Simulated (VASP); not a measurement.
Zr:

```
Zr
1.0
     3.23188    0.00000    0.00000
    -1.61594    2.79889    0.00000
     0.00000    0.00000    5.17410
Zr
2
Direct
  0.33333 0.66667 0.25000
  0.66667 0.33333 0.75000
```

Base run:

* Program: VASP 6.6.1
* Functional: PBE
* Potentials or basis: VASP PAW PBE potentials, release 64 (Zr_sv)
* Cutoff: 520 eV
* k mesh: 11 × 11 × 6
* Occupations: fermi-dirac, width 0.1 eV
* Spin: no spin polarisation

Its results: band gap on the k mesh zero (band 12 reaches 9.81 eV, above the bottom of band 13 at 8.78 eV); pressure 0.0 GPa.

**Question.** After a change of settings the same cell gave: band gap on the k mesh zero (band 12 reaches 9.82 eV, above the bottom of band 13 at 8.78 eV); pressure 2.3 GPa. Which change was it?
A. k mesh from 11 × 11 × 6 to 7 × 7 × 4
B. occupations from fermi-dirac, width 0.1 eV to methfessel-paxton, width 0.3 eV
C. k mesh from 11 × 11 × 6 to 2 × 2 × 1
D. occupations from fermi-dirac, width 0.1 eV to gaussian, width 1 eV

**Answer.** D.
